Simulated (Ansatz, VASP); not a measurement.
## Two plane-wave programs on Cs

```
Cs
1.0
    -3.07717    3.07717    3.07717
     3.07717   -3.07717    3.07717
     3.07717    3.07717   -3.07717
Cs
1
Cartesian
  0.0000 0.0000 0.0000
```

Alike in both runs: task single point; functional PBE; k mesh 12 × 12 × 12; occupations fermi-dirac, width 0.1 eV; no spin polarisation.

|  | VASP | Ansatz |
| --- | --- | --- |
| version | VASP 6.6.1 | Ansatz 0.2.0 |
| potentials or method | VASP PAW PBE potentials, release 64 (Cs_sv), cutoff 520 eV | plane waves (420 eV) with PAW, scalar-relativistic |
| valence electrons in the cell | 9 | 9 |

|  | VASP | Ansatz | Ansatz less VASP |
| --- | --- | --- | --- |
| pressure (GPa) | 0.0 | 0.0 | +0.01 |

Spin-orbit coupling is off throughout.
